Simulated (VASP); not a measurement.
Crystal: TiAl.

```
Ti Al
1.0
     2.88501    0.00000    0.00000
    -1.44251    2.49849    0.00000
     0.00000    0.00000    4.67996
Ti Al
1 1
Direct
  0.00000 0.00000 0.00000
  0.33333 0.66667 0.50000
```

Base run:

| Quantity | Value |
| --- | --- |
| Program | VASP 6.6.1 |
| Functional | PBEsol |
| Potentials or basis | VASP PAW PBE potentials, release 64 (Ti_sv, Al) |
| Cutoff | 520 eV |
| k mesh | 21 × 21 × 12 |
| Occupations | gaussian, width 0.15 eV |
| Spin | collinear spin |
| Starting moments | [0.375, 0.0] μB |
| Fixed moment | 0.375 μB |

Its results: pressure -4.0 GPa; site moments Ti +0.23; Al +0.01 μB.

Question: The run is repeated on the same cell with these changes: fixed moment from 0.375 μB to 0.875 μB; moments at the start from [0.38, 0.0] to [0.88, 0.0]. What comes out?

Answer: Pressure -3.5 GPa; site moments Ti +0.54; Al +0.01 μB.

Caveats: the cell stands under tension; the PAW data sets were made with another functional, which shifts forces and pressure a little; the total moment is fixed, so each spin has its own Fermi level and the state may be an excited one.
